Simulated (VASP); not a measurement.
Wanted: the native input for a VASP 6.6.1 run.

- Task: relaxation of cell and atoms
- Functional: PBE
- Potentials or basis: VASP PAW PBE potentials, release 64 (Pb_d)
- Cutoff: 600 eV
- k mesh: 15 × 15 × 15
- Occupations: fermi-dirac, width 0.08 eV
- Spin: no spin polarisation
- Dipole correction: no
- Further INCAR settings: ALGO = Normal; EDIFF = 1e-06; IBRION = 2; EDIFFG = -0.005; NSW = 60; ISIF = 3

The structure of Pb lies in POSCAR:

```
Pb
1.0
    0.0000000000      2.5175827160      2.5175827160
    2.5175827160      0.0000000000      2.5175827160
    2.5175827160      2.5175827160      0.0000000000
Pb
1
Direct
    0.0000000000      0.0000000000      0.0000000000
```

One way to write it, as run:

INCAR

```
PREC = Accurate
ENCUT = 600
EDIFF = 1E-6
ISMEAR = -1
SIGMA = 0.08
LREAL = False
LASPH = True
NELM = 60
ALGO = Normal
ISIF = 3
LWAVE = False
LCHARG = False
GGA = PE
IBRION = 2
NSW = 60
EDIFFG = -0.005
```

KPOINTS

```
Automatic mesh
0
Gamma
  15 15 15
```

Potentials or basis: VASP PAW PBE potentials, release 64 (Pb_d).

Launch:

```sh
$ cat potpaw_PBE.64/Pb_d/POTCAR > POTCAR
$ mpirun -np 1 vasp_std > vasp.out
```

It gave:

```json
{
  "Relaxed volume": "32.01 Å³/atom",
  "Relaxed cell": "a = 3.564 Å, b = 3.564 Å, c = 3.564 Å, α = 60.00°, β = 60.00°, γ = 60.00°",
  "Space group after relaxing (to 0.1 Å)": "Fm-3m (No. 225)",
  "Energy gained by relaxing": "0.0 meV/atom",
  "Ionic steps": "2",
  "Pressure after relaxing": "0.0 GPa",
  "Band gap on the k mesh": "zero (bands 7 and 8 overlap by 8.43 eV)"
}
```

Caveat: spin-orbit coupling is left out, which moves the levels of the heavy elements.

Run time: 88 s on 1 thread of Intel Xeon 8259CL, with other jobs on the host, peak memory 0.2 GiB.
